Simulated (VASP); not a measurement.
A run of VASP 6.6.1 is set up as follows.

The input INCAR:

```
PREC = Accurate
ENCUT = 500
EDIFF = 1E-6
ISMEAR = 0
SIGMA = 0.15
LREAL = False
LASPH = True
NELM = 200
ALGO = Normal
ISIF = 2
LWAVE = False
LCHARG = False
ISPIN = 2
MAGMOM = 0 0 0.25
LORBIT = 11
NUPDOWN = 0.25
LMAXMIX = 4
GGA = PE
NBANDS = 22
GGA_COMPAT = False
```

File KPOINTS:

```
Automatic mesh
0
Gamma
  12 12 8
```

The input POSCAR:

```
Te2Pt
1.0
    4.4043192034      0.0000000000      0.0000000000
   -2.2021596017      3.8142523165      0.0000000000
    0.0000000000      0.0000000000      5.8045674002
Te Pt
2 1
Direct
    0.3333333333      0.6666666667      0.2528728645
    0.6666666667      0.3333333333      0.7471271355
    0.0000000000      0.0000000000      0.0000000000
```

Potentials or basis: VASP PAW PBE potentials, release 64 (Te, Pt).

Command:

```bash
$ cat potpaw_PBE.64/Te/POTCAR potpaw_PBE.64/Pt/POTCAR > POTCAR
$ mpirun -np 1 vasp_std > vasp.out
```

What does it give for the largest force?

1.364 eV/Å.

Estimate the pressure.

-11.7 GPa.

Stress tensor (GPa, compression positive):
```
-12.87   0.00   0.00
  0.00 -12.87   0.00
  0.00   0.00  -9.30
```

Caveat: the cell stands under tension; this functional lacks dispersion, which binds layers or chains, so the pressure and a relaxed spacing across them are unreliable; the total moment is fixed, so each spin has its own Fermi level and the state may be an excited one; forces of over 1 eV/Å act on the atoms, so gaps and moduli don't describe the material at rest.
